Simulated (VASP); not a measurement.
# CdSe: single point with PBEsol

CdSe:

```
CELL_PARAMETERS angstrom
0.00000 3.02614 3.02614
3.02614 0.00000 3.02614
3.02614 3.02614 0.00000
ATOMIC_POSITIONS crystal
Cd 0.00000 0.00000 0.00000
Se 0.75000 0.75000 0.75000
```

```
Program             : VASP 6.6.1
Task                : single point
Functional          : PBEsol
Potentials or basis : VASP PAW PBE potentials, release 64 (Cd, Se)
Cutoff              : 500 eV
k mesh              : 6 × 6 × 6
Occupations         : gaussian, width 0.01 eV
Spin                : no spin polarisation
```

The pressure is 1.2 GPa and the band gap on the k mesh is 0.51 eV.

Levels at points of the mesh, in eV from the valence-band top:
| k point | band 5 | band 6 | band 7 | band 8 | band 9 | band 10 | band 11 | band 12 | band 13 | band 14 |
| --- | --- | --- | --- | --- | --- | --- | --- | --- | --- | --- |
| (0.00, 0.00, 0.00) | -7.57 | -7.57 | 0.00 | 0.00 | 0.00 | 0.51 | 5.85 | 5.85 | 5.85 | 9.65 |
| (0.50, 0.00, 0.00) | -7.55 | -7.27 | -4.54 | -0.78 | -0.78 | 2.30 | 6.36 | 6.36 | 7.32 | 9.92 |
| (0.50, 0.50, 0.00) | -7.51 | -7.20 | -4.20 | -1.93 | -1.93 | 2.97 | 3.68 | 9.05 | 10.21 | 10.21 |

Wall time 7.9 s on 1 thread of AMD EPYC 9R45 96-Core Processor (Zen 5), with other jobs on the host, peak memory 0.15 GiB.

Caveat: semilocal functionals underestimate gaps, and a narrow one can read as zero; the PAW data sets were made with another functional, which shifts forces and pressure a little.
